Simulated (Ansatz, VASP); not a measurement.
One calculation of K, two programs

INCAR

```
SYSTEM = K
  PREC = Accurate
  ENCUT = 600
  EDIFF = 1E-6
  ISMEAR = 0
  SIGMA = 0.1
  LREAL = .FALSE.
  LASPH = .TRUE.
  NELM = 80
  ALGO = Fast
  ISIF = 3
  LWAVE = .FALSE.
  LCHARG = .FALSE.
  GGA = PE
  IBRION = 2
  NSW = 80
  EDIFFG = -0.01
```

KPOINTS

```
Automatic mesh
0
G
  12 12 12
  0 0 0
```

Contents of POSCAR:

```
K
1.0
   -2.6927111085      2.6927111085      2.5274783804
    2.6927111085     -2.6927111085      2.5274783804
    2.6927111085      2.6927111085     -2.5274783804
K
1
Direct
    0.0000000000      0.0000000000      0.0000000000
```

Input for Ansatz:

```yaml
crystal:
  lattice:
    - [-2.6927111085, 2.6927111085, 2.5274783804]
    - [2.6927111085, -2.6927111085, 2.5274783804]
    - [2.6927111085, 2.6927111085, -2.5274783804]
  atoms:
    - { symbol: K, position: [0.0, 0.0, 0.0] }
basis:
  ecutwfc: 420
kpoints:
  mp_grid: { grid: [12, 12, 12] }
hamiltonian:
  xc: pbe
scf:
  occupations: { method: gaussian, width: 0.1 }
output:
  forces: true
  stress: true
  eigenvalues: true
relax:
  adjacent_minimum: "off"
  f_tol: 0.01
  max_steps: 60
  cell: { stress_tol: 0.1 }
```

Alike in both runs: task relaxation of cell and atoms; functional PBE; k mesh 12 × 12 × 12; occupations gaussian, width 0.1 eV; no spin polarisation.

|  | VASP | Ansatz |
| --- | --- | --- |
| version | VASP 6.6.1 | Ansatz 0.2.0 |
| potentials or method | VASP PAW PBE potentials, release 64 (K_sv), cutoff 600 eV | scalar-relativistic, plane waves, PAW |
| valence electrons in the cell | 9 | 9 |

Ansatz gave:

```
gap on the k mesh at the Fermi level, each at its own relaxed structure (eV) : none
relaxed volume (Å³/atom)                                                     : 73.30
relaxed length of the cell vector where the two differ most in proportion (Å)              : 4.571
```

What did VASP give for the same quantities?

gap on the k mesh at the Fermi level, each at its own relaxed structure (eV): none; relaxed volume (Å³/atom): 73.72; relaxed length of the cell vector where the two differ most in proportion (Å): 4.579.

A gap of «none» marks a metal or a gap that the smearing closes.
